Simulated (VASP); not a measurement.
# Mo (Im-3m) in VASP: settings compared

The runs below take Mo through single point, relaxation of cell and atoms, with PBE, BLYP+D3(BJ).

All numbers are computed with VASP 6.6.1; they aren't measurements. Logs are shortened: lines on timing, memory, paths and dates and some standing lists are left out, and cuts for length are marked.

### Step 1. The cell of the first run

The structure is cubic, space group Im-3m (No. 229). Conventional cell: a = 3.168 Å, b = 3.168 Å, c = 3.168 Å, α = 90.00°, β = 90.00°, γ = 90.00°. Within 3.6 Å of Mo (site symmetry m-3m) lie 14 Mo at 2.74 to 3.17 Å.

### Step 2. Single point, PBE

Input file INCAR:

```
  PREC = Accurate
  ENCUT = 520
  EDIFF = 1E-7
  ISMEAR = 0
  SIGMA = 0.1
  LREAL = False
  LASPH = True
  NELM = 100
  ALGO = Fast
  ISIF = 2
  LWAVE = False
  LCHARG = False
  GGA = PE
  NBANDS = 13
```

Input file KPOINTS:

```
regular mesh
0
Gamma
  12 12 12
```

Input file POSCAR:

```
Mo
1.0
   -1.5838089719      1.5838089719      1.5838089719
    1.5838089719     -1.5838089719      1.5838089719
    1.5838089719      1.5838089719     -1.5838089719
Mo
1
Direct
    0.0000000000      0.0000000000      0.0000000000
```

Potentials or basis: VASP PAW PBE potentials, release 64 (Mo_sv).

Run with:

```
cat potpaw_PBE.64/Mo_sv/POTCAR > POTCAR
mpirun -np 1 vasp_std > vasp.out
```

OUTCAR:

```text
PREC = Accurate
   ENCUT = 520
   EDIFF = 1E-7
   ISMEAR = 0
   LREAL = False
   LASPH = True
   NELM = 100
   ISIF = 2
   GGA = PE

 ion  position               nearest neighbor table
   1  0.000  0.000  0.000-

  LATTYP: Found a body centered cubic cell.
 ALAT       =     3.1676179438

  Lattice vectors:

 A1 = (  -1.5838089719,   1.5838089719,   1.5838089719)
 A2 = (   1.5838089719,  -1.5838089719,   1.5838089719)
 A3 = (   1.5838089719,   1.5838089719,  -1.5838089719)

Analysis of symmetry for initial positions (statically):
=====================================================================
 Subroutine PRICEL returns:
 Original cell was already a primitive cell.

 Routine SETGRP: Setting up the symmetry group for a
 body centered cubic supercell.

 Subroutine GETGRP returns: Found 48 space group operations
 (whereof 48 operations were pure point group operations)
 out of a pool of 48 trial point group operations.

The static configuration has the point symmetry O_h .

Analysis of symmetry for dynamics (positions and initial velocities):
=====================================================================
 Subroutine PRICEL returns:
 Original cell was already a primitive cell.

 Routine SETGRP: Setting up the symmetry group for a
 body centered cubic supercell.

 Subroutine GETGRP returns: Found 48 space group operations
 (whereof 48 operations were pure point group operations)
 out of a pool of 48 trial point group operations.

The dynamic configuration has the point symmetry O_h .

 Subroutine INISYM returns: Found 48 space group operations
 (whereof 48 operations are pure point group operations),
 and found     1 'primitive' translations

----------------------------------------------------------------------------------------

                                     Primitive cell

  volume of cell :      15.8916

  direct lattice vectors                    reciprocal lattice vectors
    -1.583808972  1.583808972  1.583808972     0.000000000  0.315694638  0.315694638
     1.583808972 -1.583808972  1.583808972     0.315694638  0.000000000  0.315694638
     1.583808972  1.583808972 -1.583808972     0.315694638  0.315694638  0.000000000

  length of vectors
     2.743237609  2.743237609  2.743237609     0.446459639  0.446459639  0.446459639

  position of ions in fractional coordinates (direct lattice)
     0.000000000  0.000000000  0.000000000

  ion indices of the primitive-cell ions
   primitive index   ion index
                 1           1

----------------------------------------------------------------------------------------

 KPOINTS: regular mesh

Automatic generation of k-mesh.
 Grid dimensions read from file:
 generate k-points for:   12   12   12

 Generating k-lattice:

  Cartesian coordinates                     Fractional coordinates (reciprocal lattice)
     0.000000000  0.026307886  0.026307886     0.083333333  0.000000000  0.000000000
     0.026307886  0.000000000  0.026307886     0.000000000  0.083333333  0.000000000
     0.026307886  0.026307886  0.000000000     0.000000000  0.000000000  0.083333333

  Length of vectors
     0.037204970  0.037204970  0.037204970

  Shift w.r.t. Gamma in fractional coordinates (k-lattice)
     0.000000000  0.000000000  0.000000000

 Subroutine IBZKPT returns following result:
 ===========================================

 Found     72 irreducible k-points:

 Following reciprocal coordinates:
            Coordinates               Weight
  0.000000  0.000000  0.000000      1.000000
  0.083333  0.000000  0.000000     12.000000
  0.166667  0.000000  0.000000     12.000000
  0.250000  0.000000  0.000000     12.000000
  0.333333  0.000000  0.000000     12.000000
  0.416667  0.000000  0.000000     12.000000
[... 16 lines left out ...]
  0.333333  0.083333  0.083333     24.000000
  0.416667  0.083333  0.083333     12.000000
 [... further k-points ...]
   k-points           NKPTS =     72   k-points in BZ     NKDIM =     72   number of bands    NBANDS=     13
   number of dos      NEDOS =    301   number of ions     NIONS =      1
   total plane-waves  NPLWV =   8000
   dimension x,y,z NGX =    20 NGY =   20 NGZ =   20
   dimension x,y,z NGXF=    40 NGYF=   40 NGZF=   40
   ions per type =               1
   NGX,Y,Z   is equivalent  to a cutoff of  12.12, 12.12, 12.12 a.u.
   NGXF,Y,Z  is equivalent  to a cutoff of  24.24, 24.24, 24.24 a.u.
 SYSTEM =  unknown system
   PREC   = accura    normal or accurate (medium, high low for compatibility)
   ISTART =      0    job   : 0-new  1-cont  2-samecut
   ICHARG =      2    charge: 1-file 2-atom 10-const
   ISPIN  =      1    spin polarized calculation?
   LNONCOLLINEAR =      F non collinear calculations
   LSORBIT =      F    spin-orbit coupling
   LASPH  =      T    aspherical Exc in radial PAW
   ENCUT  =  520.0 eV  38.22 Ry    6.18 a.u.   5.10  5.10  5.10*2*pi/ulx,y,z
   NELM   =    100;   NELMIN=  2; NELMDL= -5     # of ELM steps
   EDIFF  = 0.1E-06   stopping-criterion for ELM
   LREAL  =      F    real-space projection
   EDIFFG = 0.1E-05   stopping-criterion for IOM
   NSW    =      0    number of steps for IOM
   IBRION =     -1    ionic relax: 0-MD 1-quasi-New 2-CG
   NFREE  =      0    steps in history (QN), initial steepest desc. (CG)
   ISIF   =      2    stress and relaxation
   ISYM   =      2    0-nonsym 1-usesym 2-fastsym
   POTIM  = 0.5000    time-step for ionic-motion
   TEBEG  =    0.0;   TEEND  =   0.0 temperature during run
   PSTRESS=    0.0 pullay stress
   NELECT =      14.0000    total number of electrons
   NUPDOWN=      -1.0000    fix difference up-down
   EMIN   =  10.00;   EMAX   =-10.00  energy-range for DOS
   EFERMI =   0.00;   METHOD = LEGACY
   ISMEAR =     0;   SIGMA  =   0.10  broadening in eV -4-tet -1-fermi 0-gaus
   EFERMI_NEDOS =   21; number of points for ismear=-14 and -15
   IALGO  =     68    algorithm
   IMIX   =      4    mixing-type and parameters
     AMIX     =   0.40;   BMIX     =  1.00
     AMIX_MAG =   1.60;   BMIX_MAG =  1.00
  volume/ion in A,a.u.               =      15.89       107.24
  Fermi-wavevector in a.u.,A,eV,Ry     =   1.569380  2.965698 33.510508  2.462953
  Thomas-Fermi vector in A             =   2.671271
   LORBIT       =      0    0 simple, 1 ext, 2 COOP (PROOUT), +10 PAW based schemes
   GGA     = PE    functional components
   LHFCALC =     F    Hartree Fock is set to
   AEXX    =    0.0000 exact exchange contribution
   IVDW    =     0    specifies the selected vdW correction
   LEPSILON=     F    determine dielectric tensor
   LRPA    =     F    only Hartree local field effects (RPA)
 non-spin polarized calculation
 RMM-DIIS sequential band-by-band and
 Gauss-broadening in eV      SIGMA  =   0.10
  energy-cutoff  :      520.00
  volume of cell :       15.89
 maximum number of plane-waves:       442
   NGX = 11   NGY = 11   NGZ = 11

 number of electron      14.0000005 magnetization

 Free energy of the ion-electron system (eV)
  ---------------------------------------------------
  ext. energy  EPLUGINS =         0.00000000
  ---------------------------------------------------
  free energy    TOTEN  =       -10.95073515 eV

  energy without entropy =      -10.94906295  energy(sigma->0) =      -10.94989905

 E-fermi :  12.2853     XC(G=0): -13.2973

 val. band max:       12.2754242293   @ k =   0.5000   0.5000   0.0833
 cond. band min:      12.3344454161   @ k =  -0.3333   0.3333   0.2500
 fundamental gap:      0.0590211868
 Fermi energy:        12.2853396902

 k-point     1 :       0.0000    0.0000    0.0000
  band No.  band energies     occupation
      1     -48.9480      2.00000
      2     -22.2513      2.00000
      3     -22.2513      2.00000
      4     -22.2513      2.00000
      5       5.1490      2.00000
      6      10.9986      2.00000
      7      10.9986      2.00000
      8      10.9986      2.00000
      9      13.9629      0.00000
     10      13.9629      0.00000
     11      27.1362      0.00000
     12      27.1362      0.00000
     13      27.1362      0.00000

 k-point     2 :       0.0833    0.0000    0.0000
  band No.  band energies     occupation
      1     -48.9317      2.00000
      2     -22.3463      2.00000
      3     -22.2807      2.00000
      4     -22.2520      2.00000
      5       5.4477      2.00000
      6      10.8326      2.00000
      7      10.9674      2.00000
      8      11.2797      2.00000
      9      13.7323      0.00000
     10      13.9685      0.00000
     11      27.3481      0.00000
     12      27.6410      0.00000
     13      27.6922      0.00000

 k-point     3 :       0.1667    0.0000    0.0000
  band No.  band energies     occupation
      1     -48.8871      2.00000
      2     -22.6008      2.00000
      3     -22.3604      2.00000
      4     -22.2538      2.00000
      5       6.2389      2.00000
      6      10.4101      2.00000
      7      10.8212      2.00000
      8      12.0964      1.99245
      9      13.4066      0.00000
     10      14.0076      0.00000
     11      27.6345      0.00000
     12      28.6656      0.00000
     13      29.0661      0.00000
[... 305 lines left out ...]
 k-point    23 :       0.3333    0.0833    0.0833
  band No.  band energies     occupation
      1     -48.7105      2.00000
      2     -23.4353      2.00000
      3     -22.6966      2.00000
      4     -22.3478      2.00000
      5       7.7819      2.00000
      6       9.0840      2.00000
      7      11.9421      2.00000
      8      14.0738      0.00000
      9      14.5486      0.00000
     10      17.8591      0.00000
     11      24.1470      0.00000
     12      25.1730      0.00000
     13      28.6685      0.00000

 k-point    24 :       0.4167    0.0833    0.0833
  band No.  band energies     occupation
      1     -48.6955      2.00000
      2     -23.4930      2.00000
      3     -22.7388      2.00000
      4     -22.3506      2.00000
      5       7.6695      2.00000
      6       8.9980      2.00000
      7      12.6196      0.00000
      8      14.1427      0.00000
      9      14.6274      0.00000
     10      18.5628      0.00000
     11      23.1690      0.00000
     12      24.7769      0.00000
     13      28.1436      0.00000

 [... further k-points ...]

------------------------ aborting loop because EDIFF is reached ----------------------------------------

  FORCE on cell =-STRESS in cart. coord.  units (eV):
  Direction    XX          YY          ZZ          XY          YZ          ZX
  --------------------------------------------------------------------------------------
  -------------------------------------------------------------------------------------
  Total       -0.1348817     -0.1348817     -0.1348817     -0.0000000     -0.0000000      0.0000000
  in kB      -13.5986304    -13.5986304    -13.5986304     -0.0000000     -0.0000000      0.0000000
  external PRESSURE =     -13.5986304 kB  Pullay stress =       0.0000000 kB

 VOLUME and BASIS-vectors are now :
 -----------------------------------------------------------------------------
  energy-cutoff  :      520.00
  volume of cell :       15.89
      direct lattice vectors                 reciprocal lattice vectors
    -1.583808972  1.583808972  1.583808972     0.000000000  0.315694638  0.315694638
     1.583808972 -1.583808972  1.583808972     0.315694638  0.000000000  0.315694638
     1.583808972  1.583808972 -1.583808972     0.315694638  0.315694638  0.000000000

 POSITION                                       TOTAL-FORCE (eV/Angst)
 -----------------------------------------------------------------------------------
      0.00000      0.00000      0.00000         0.000000     -0.000000     -0.000000
 -----------------------------------------------------------------------------------
    total drift:                                0.000000     -0.000000      0.000000

  FREE ENERGIE OF THE ION-ELECTRON SYSTEM (eV)
  ---------------------------------------------------
  free  energy   TOTEN  =       -10.9507351451 eV

  energy  without entropy=      -10.9490629494  energy(sigma->0) =      -10.94989905
```

Wall time 8.5 s (1 thread of Intel Xeon Platinum 8488C (Sapphire Rapids), shared host); peak memory 0.13 GiB.

What came out:

```yaml
Free_energy: -10.9507 eV
Pressure: -1.4 GPa
Band_gap_on_the_k_mesh: zero (band 7 reaches 16.22 eV, above the bottom of band 8 at 11.00 eV)
```

### Step 3. Single point, PBE

Input file INCAR:

```
PREC = Accurate ; ENCUT = 520
EDIFF = 1E-7 ; ISMEAR = 0
SIGMA = 0.023 ; LREAL = False
LASPH = True ; NELM = 60
ALGO = Normal ; ISIF = 2
LWAVE = False ; LCHARG = True
GGA = PE ; LELF = True
LVHAR = True ; NBANDS = 13
```

Input file KPOINTS:

```
Automatic mesh
0
Gamma
  12 12 12
```

POSCAR is that of step 2.

Potentials or basis: VASP PAW PBE potentials, release 64 (Mo_sv).

Run with:

```
cat potpaw_PBE.64/Mo_sv/POTCAR > POTCAR
mpirun -np 1 vasp_std > vasp.out
```

Wall time 7.5 s (1 thread of Intel Xeon Platinum 8488C (Sapphire Rapids), shared host); peak memory 0.12 GiB.

Results (log left out):

* Free energy: -10.9498 eV
* Pressure: -1.4 GPa
* Band gap on the k mesh: zero (band 7 reaches 16.22 eV, above the bottom of band 8 at 11.00 eV)

Levels at points of the mesh, in eV from the Fermi level:
```csv
k point,band 4,band 5,band 6,band 7,band 8,band 9,band 10,band 11
"(0.00, 0.00, 0.00)",-34.53,-7.13,-1.28,-1.28,-1.28,1.69,1.69,14.86
"(0.50, 0.00, 0.00)",-34.54,-5.17,-3.27,1.62,1.71,2.32,4.68,11.45
"(0.50, 0.50, 0.50)",-35.45,-5.26,-5.26,3.94,3.94,3.94,8.99,8.99
```

### Step 4. Relaxation of cell and atoms, BLYP+D3(BJ)

Input file INCAR:

```
PREC = Accurate
ENCUT = 600
EDIFF = 1E-6
ISMEAR = -1
SIGMA = 0.05
LREAL = False
LASPH = True
NELM = 80
ALGO = Fast
ISIF = 3
LWAVE = False
LCHARG = False
GGA = B5
ALDAX = 1.0
AGGAX = 1.0
AGGAC = 1.0
ALDAC = 0.0
IVDW = 12
VDW_S6 = 1.0
VDW_S8 = 2.6996
VDW_A1 = 0.4298
VDW_A2 = 4.2359
IBRION = 2
NSW = 60
EDIFFG = -0.01
```

Input file KPOINTS:

```
regular mesh
0
Gamma
  12 12 12
```

POSCAR is that of step 3.

Run with:

```
cat potpaw_PBE.64/Mo_sv/POTCAR > POTCAR
mpirun -np 1 vasp_std > vasp.out
```

Wall time 33 s (1 thread of Intel Xeon Platinum 8488C (Sapphire Rapids), shared host); peak memory 0.16 GiB.

It converged, with:

```
Free energy                            : -11.1626 eV
Relaxed volume                         : 15.36 Å³/atom
Relaxed cell                           : a = 2.712 Å, b = 2.712 Å, c = 2.712 Å, α = 109.47°, β = 109.47°, γ = 109.47°
Space group after relaxing (to 0.05 Å) : Im-3m (No. 229)
Energy gained by relaxing              : 14.8 meV/atom
Ionic steps                            : 4
Pressure after relaxing                : 0.0 GPa
Band gap on the k mesh                 : zero (band 7 reaches 17.41 eV, above the bottom of band 8 at 11.96 eV)
Dispersion energy per atom             : -1.714 eV
```

Step by step:
```tsv
step	energy change (eV)	largest force (eV/Å)	pressure (GPa)	volume (Å³)
1	0.0000	0.0000	-8.68	15.89
2	0.1083	0.0000	31.33	13.99
3	-0.0148	0.0000	-0.34	15.38
4	-0.0148	0.0000	-0.02	15.36
```

Final structure:
```yaml
crystal:
  lattice:
    - [-1.56605, 1.56605, 1.56605]
    - [1.56605, -1.56605, 1.56605]
    - [1.56605, 1.56605, -1.56605]
  atoms:
    - { symbol: Mo, position: [0.00000, 0.00000, 0.00000] }
```

Levels at points of the mesh, in eV from the Fermi level:
```csv
k point,band 4,band 5,band 6,band 7,band 8,band 9,band 10,band 11
"(0.00, 0.00, 0.00)",-34.42,-7.03,-1.41,-1.41,-1.41,1.70,1.70,15.09
"(0.50, 0.00, 0.00)",-34.43,-5.31,-3.47,1.72,2.00,2.35,4.82,11.98
"(0.50, 0.50, 0.50)",-35.44,-5.46,-5.46,4.04,4.04,4.04,9.43,9.43
```

Caveat: the PAW data sets were made with another functional, which shifts forces and pressure a little; pairwise dispersion overbinds metals, which lowers pressure and volume.

### Step 5. The runs side by side

| task | level | cell | cutoff (eV) | smearing | gap on the mesh (eV) | pressure (GPa) |
| --- | --- | --- | --- | --- | --- | --- |
| single point | PBE | as given | 520 | gaussian 0.1 eV | none | -1.4 |
| single point | PBE | as given | 520 | gaussian 0.023 eV | none | -1.4 |
| relaxation of cell and atoms | BLYP+D3(BJ) | relaxed | 600 | fermi-dirac 0.05 eV | none | 0.0 |

Alike in all rows: potentials or basis VASP PAW PBE potentials, release 64 (Mo_sv); no spin polarisation; k mesh 12 × 12 × 12.

Caveats: the PAW data sets were made with another functional, which shifts forces and pressure a little (some runs); pairwise dispersion overbinds metals, which lowers pressure and volume (some runs).

Absolute energies hang on the potentials; compare differences alone.
